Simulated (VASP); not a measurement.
Pb, 2 atoms in the cell. It takes space group Fd-3m (No. 227, cubic). The conventional cell has a = 6.972 Å, b = 6.972 Å, c = 6.972 Å, α = 90.00°, β = 90.00°, γ = 90.00°. Pb (site symmetry -43m) has 4 Pb at 3.02 Å within 4.0 Å. 

```yaml
Program: VASP 6.6.1
Task: single point
Functional: PBE
Dispersion: D3(BJ)
Potentials_or_basis: VASP PAW PBE potentials, release 64 (Pb_d)
Cutoff: 520 eV
k_mesh: 7 × 7 × 7
Occupations: fermi-dirac, width 0.05 eV
Spin: no spin polarisation
Dipole_correction: no
Further_INCAR_settings: ALGO = Fast; EDIFF = 1e-06; NBANDS = 21
```

Potentials or basis: VASP PAW PBE potentials, release 64 (Pb_d).

Launch:

```sh
$ cat potpaw_PBE.64/Pb_d/POTCAR > POTCAR
$ mpirun -np 1 vasp_std > vasp.out
```

Hardware: 1 thread of Intel Xeon 8259CL, on a shared host.

Question: Estimate the wall time of this run.

Answer: Wall time 93 s on 1 thread of Intel Xeon 8259CL, on a shared host, peak memory 0.24 GiB. Counts: scf iterations 13, k points 20.
